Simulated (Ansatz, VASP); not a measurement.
# Two plane-wave programs on WSe2

```
CELL_PARAMETERS angstrom
3.26276 0.00000 0.00000
-1.63138 2.82563 0.00000
0.00000 0.00000 12.41450
ATOMIC_POSITIONS crystal
W 0.33333 0.66667 0.25000
W 0.66667 0.33333 0.75000
Se 0.33333 0.66667 0.61458
Se 0.66667 0.33333 0.11458
Se 0.33333 0.66667 0.88542
Se 0.66667 0.33333 0.38542
```

Change from the starting cell: strain +0.0100 x Voigt [1, 1, 0, 0, 0, 0], atoms carried along.

Alike in both runs: task single point; functional PBEsol; dispersion D3(BJ); k mesh 12 × 12 × 4; occupations gaussian, width 0.05 eV; no spin polarisation.

|  | VASP | Ansatz |
| --- | --- | --- |
| version | VASP 6.6.1 | Ansatz 0.2.0 |
| potentials or method | VASP PAW PBE potentials, release 64 (W_sv, Se), cutoff 520 eV | scalar-relativistic, plane waves, PAW |
| valence electrons in the cell | 52 | 92 |

```csv
,VASP,Ansatz,Ansatz less VASP
gap on the k mesh at the Fermi level (eV),0.70,0.71,+0.006
least direct gap on the mesh (eV),1.56,1.57,+0.003
pressure (GPa),-2.4,-2.9,-0.46
"traceless stress, the component that is largest in VASP (GPa)",0.84,0.73,-0.109
rms of the force components (eV/Å),0.074,0.102,+0.0282
```

VASP's potentials were made for PBE, not for PBEsol. Atom by atom the forces differ by 0.028 eV/Å (rms over components). VASP's potentials hold 52 valence electrons a cell and Ansatz's 92, so a difference there can come from the potentials and not from the codes.

Neither program's run includes spin-orbit coupling.
